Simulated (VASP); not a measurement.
# AlP (a.bA) (F-43m) in VASP: further runs, part 2 of 2

VASP 6.6.1.

### 4 Single point, PBEsol

File INCAR:

```
ALGO = Normal
EDIFF = 1E-6
ENCUT = 500
GGA = PS
GGA_COMPAT = F
ISIF = 2
ISMEAR = 0
LASPH = T
LCHARG = F
LREAL = F
LWAVE = F
NBANDS = 11
NELM = 120
PREC = Accurate
SIGMA = 0.02
```

File KPOINTS:

```
k-points
0
Gamma
  8 8 8
```

File POSCAR:

```
AlP
1.0
    0.0000000000      2.7350000000      2.7350000000
    2.7350000000      0.0000000000      2.7350000000
    2.7350000000      2.7350000000      0.0000000000
Al P
1 1
Direct
    0.0000000000      0.0000000000      0.0000000000
    0.2500000000      0.2500000000      0.2500000000
```

Potentials or basis: VASP PAW PBE potentials, release 64 (Al, P).

The run is started by

```
$ cat potpaw_PBE.64/Al/POTCAR potpaw_PBE.64/P/POTCAR > POTCAR
$ mpirun -np 1 vasp_std > vasp.out
```

OUTCAR:

```text
EDIFF = 1E-6
   ENCUT = 500
   GGA = PS
   ISIF = 2
   ISMEAR = 0
   LASPH = T
   LREAL = F
   NELM = 120
   PREC = Accurate

 ion  position               nearest neighbor table
   1  0.000  0.000  0.000-   2 2.37   2 2.37   2 2.37   2 2.37
   2  0.250  0.250  0.250-   1 2.37   1 2.37   1 2.37   1 2.37

  LATTYP: Found a face centered cubic cell.
 ALAT       =     5.4700000000

  Lattice vectors:

 A1 = (   0.0000000000,   2.7350000000,   2.7350000000)
[... 522 lines left out ...]
------------------------ aborting loop because EDIFF is reached ----------------------------------------

  FORCE on cell =-STRESS in cart. coord.  units (eV):
  Direction    XX          YY          ZZ          XY          YZ          ZX
  --------------------------------------------------------------------------------------
  -------------------------------------------------------------------------------------
  Total        0.0147790      0.0147790      0.0147790      0.0000000      0.0000000     -0.0000000
  in kB        0.5786989      0.5786989      0.5786989      0.0000000      0.0000000     -0.0000000
  external PRESSURE =       0.5786989 kB  Pullay stress =       0.0000000 kB

 VOLUME and BASIS-vectors are now :
 -----------------------------------------------------------------------------
  energy-cutoff  :      500.00
  volume of cell :       40.92
      direct lattice vectors                 reciprocal lattice vectors
     0.000000000  2.735000000  2.735000000    -0.182815356  0.182815356  0.182815356
     2.735000000  0.000000000  2.735000000     0.182815356 -0.182815356  0.182815356
     2.735000000  2.735000000  0.000000000     0.182815356  0.182815356 -0.182815356

 POSITION                                       TOTAL-FORCE (eV/Angst)
 -----------------------------------------------------------------------------------
      0.00000      0.00000      0.00000        -0.000000     -0.000000     -0.000000
      1.36750      1.36750      1.36750         0.000000      0.000000      0.000000
 -----------------------------------------------------------------------------------
    total drift:                                0.000000      0.000000      0.000000

  FREE ENERGIE OF THE ION-ELECTRON SYSTEM (eV)
  ---------------------------------------------------
  free  energy   TOTEN  =       -10.9951625037 eV

  energy  without entropy=      -10.9951625037  energy(sigma->0) =      -10.99516250
```

OSZICAR:

```text
N       E                     dE             d eps       ncg     rms          rms(c)
DAV:   1     0.107009007640E+02    0.10701E+02   -0.29198E+03   638   0.534E+02
DAV:   2    -0.104847162811E+02   -0.21186E+02   -0.20219E+02   816   0.875E+01
DAV:   3    -0.113534808383E+02   -0.86876E+00   -0.86704E+00   817   0.173E+01
DAV:   4    -0.113611371320E+02   -0.76563E-02   -0.76556E-02   746   0.196E+00
DAV:   5    -0.113612760894E+02   -0.13896E-03   -0.13896E-03   794   0.255E-01    0.436E+00
DAV:   6    -0.110510589197E+02    0.31022E+00   -0.57608E-01   724   0.279E+00    0.269E+00
DAV:   7    -0.109977392347E+02    0.53320E-01   -0.20583E-01   774   0.180E+00    0.128E+00
DAV:   8    -0.109952108293E+02    0.25284E-02   -0.13892E-02   755   0.560E-01    0.173E-01
DAV:   9    -0.109951068961E+02    0.10393E-03   -0.82813E-04   736   0.150E-01    0.657E-02
DAV:  10    -0.109951567257E+02   -0.49830E-04   -0.68592E-05   725   0.433E-02    0.134E-02
DAV:  11    -0.109951622021E+02   -0.54764E-05   -0.88310E-06   801   0.162E-02    0.970E-03
DAV:  12    -0.109951625037E+02   -0.30155E-06   -0.93681E-07   512   0.476E-03
   1 F= -.10995163E+02 E0= -.10995163E+02  d E =-.258745E-14
```

stdout:

```text
POSCAR found type information on POSCAR AlP
 POSCAR found :  2 types and       2 ions
 scaLAPACK will be used
 -----------------------------------------------------------------------------
|                                                                             |
|                                                                             |
|     You enforced a specific xc type in the INCAR file but a different       |
|     I HOPE YOU KNOW WHAT YOU ARE DOING!                                     |
|                                                                             |
 -----------------------------------------------------------------------------

 LDA part: xc-table for (Slater+PW92), standard interpolation
 POSCAR, INCAR and KPOINTS ok, starting setup
 FFT: planning ... GRIDC
 FFT: planning ... GRID_SOFT
 FFT: planning ... GRID
 WAVECAR not read
 entering main loop
```

Wall time 18 s (1 thread of AMD EPYC 7R13, shared host); peak memory 0.12 GiB.

Results:

```
Free energy            : -10.9952 eV
Pressure               : 0.1 GPa
Band gap on the k mesh : 1.45 eV, indirect (least direct gap 3.16 eV)
```

Levels at points of the mesh, in eV from the valence-band top:
| k point | band 1 | band 2 | band 3 | band 4 | band 5 | band 6 | band 7 | band 8 | band 9 |
| --- | --- | --- | --- | --- | --- | --- | --- | --- | --- |
| (0.00, 0.00, 0.00) | -11.50 | 0.00 | 0.00 | 0.00 | 3.16 | 4.50 | 4.50 | 4.50 | 8.80 |
| (0.50, 0.00, 0.00) | -9.81 | -5.56 | -0.76 | -0.76 | 2.71 | 4.75 | 4.75 | 8.07 | 11.50 |
| (0.50, 0.50, 0.00) | -9.15 | -5.32 | -2.11 | -2.11 | 1.45 | 2.37 | 10.95 | 10.95 | 11.89 |

Caveat: the PAW data sets were made with another functional, which shifts forces and pressure a little. A k mesh can miss the band edges.

### 5 Relaxation of cell and atoms, PBEsol

File INCAR:

```
SYSTEM = AlP
PREC = Accurate
ENCUT = 500
EDIFF = 1E-7
ISMEAR = 0
SIGMA = 0.02
LREAL = .FALSE.
LASPH = .TRUE.
NELM = 120
ALGO = Normal
ISIF = 3
LWAVE = .FALSE.
LCHARG = .FALSE.
GGA = PS
IBRION = 2
NSW = 100
EDIFFG = -0.002
GGA_COMPAT = .FALSE.
NELMIN = 4
```

File KPOINTS:

```
Automatic mesh
0
G
  8 8 8
  0 0 0
```

POSCAR is that of step 4.

The run is started by

```
$ cat potpaw_PBE.64/Al/POTCAR potpaw_PBE.64/P/POTCAR > POTCAR
$ mpirun -np 1 vasp_std > vasp.out
```

Run time: 23 s. Hardware: 1 thread of AMD EPYC 7R13, shared host; peak memory 0.12 GiB.

The run converged. Its results:

```
Free energy                            : -10.9952 eV
Relaxed volume                         : 20.47 Å³/atom
Relaxed cell                           : a = 3.869 Å, b = 3.869 Å, c = 3.869 Å, α = 60.00°, β = 60.00°, γ = 60.00°
Space group after relaxing (to 0.05 Å) : F-43m (No. 216)
Energy gained by relaxing              : 0.0 meV/atom
Ionic steps                            : 3
Pressure after relaxing                : 0.0 GPa
Band gap on the k mesh                 : 1.45 eV, indirect (least direct gap 3.15 eV)
```

Final structure:
```cif
data_structure
_symmetry_space_group_name_H-M 'P 1'
_symmetry_Int_Tables_number 1
_cell_length_a 3.8687
_cell_length_b 3.8687
_cell_length_c 3.8687
_cell_angle_alpha 60.000
_cell_angle_beta 60.000
_cell_angle_gamma 60.000
_cell_volume 40.94
loop_
_atom_site_label
_atom_site_type_symbol
_atom_site_fract_x
_atom_site_fract_y
_atom_site_fract_z
_atom_site_occupancy
Al1 Al 0.00000 0.00000 0.00000 1
P1 P 0.25000 0.25000 0.25000 1
```

Levels at points of the mesh, in eV from the valence-band top:
```tsv
k point	band 1	band 2	band 3	band 4	band 5	band 6	band 7	band 8
(0.00, 0.00, 0.00)	-11.49	0.00	0.00	0.00	3.15	4.50	4.50	4.50
(0.50, 0.00, 0.00)	-9.81	-5.55	-0.76	-0.76	2.71	4.75	4.75	8.06
(0.50, 0.50, 0.00)	-9.15	-5.32	-2.11	-2.11	1.45	2.37	10.94	10.94
```

Caveat: the PAW data sets were made with another functional, which shifts forces and pressure a little. As with any semilocal functional, this PBEsol gap is likely too small.

### 6 Summary

| task | cell | k mesh | smearing | gap on the mesh (eV) | pressure (GPa) |
| --- | --- | --- | --- | --- | --- |
| single point | as given | 6 × 6 × 6 | gaussian 0.1 eV | 1.45 | 0.1 |
| single point | as given | 8 × 8 × 8 | gaussian 0.02 eV | 1.45 | 0.1 |
| relaxation of cell and atoms | relaxed | 8 × 8 × 8 | gaussian 0.02 eV | 1.45 | 0.0 |

Alike in all rows: level PBEsol; potentials or basis VASP PAW PBE potentials, release 64 (Al, P); no spin polarisation; cutoff (eV) 500.

Caveats: the PAW data sets were made with another functional, which shifts forces and pressure a little.

Total energies depend on the potentials used, so only differences within one code and one set of settings carry meaning.
